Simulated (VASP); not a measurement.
A run of VASP 6.6.1:

The input INCAR:

```
  PREC = Accurate
  ENCUT = 520
  EDIFF = 1E-6
  ISMEAR = -1
  SIGMA = 0.05
  LREAL = False
  LASPH = True
  NELM = 150
  ALGO = Normal
  ISIF = 2
  LWAVE = False
  LCHARG = True
  ISPIN = 2
  MAGMOM = 4 0
  LORBIT = 11
  LMAXMIX = 4
  GGA = CA
  LELF = True
  LVHAR = True
  NBANDS = 20
```

Contents of KPOINTS:

```
Automatic mesh
0
Gamma
  9 9 9
```

File POSCAR:

```
MnO
1.0
    2.9513513485     -1.7054576679      0.0000000000
    2.9513513485      1.7054576679      0.0000000000
   -1.9713086957      0.0000000000      2.7914475425
Mn O
1 1
Direct
    0.5001990000      0.5001990000      0.5006650000
    0.7498025000      0.7498025000      0.2493360000
```

Potentials or basis: VASP PAW LDA potentials, release 64 (Mn_pv, O).

The run is started by

```bash
$ cat potpaw_LDA.64/Mn_pv/POTCAR potpaw_LDA.64/O/POTCAR > POTCAR
$ mpirun -np 1 vasp_std > vasp.out
```

Hardware: 1 thread of Intel Xeon 8259CL, on a shared host.

**Question.** Estimate the wall time of this run.

**Answer.** It took 5 min on 1 thread of Intel Xeon 8259CL (shared host), peak memory 0.28 GiB. Counts: scf iterations 16, k points 205.
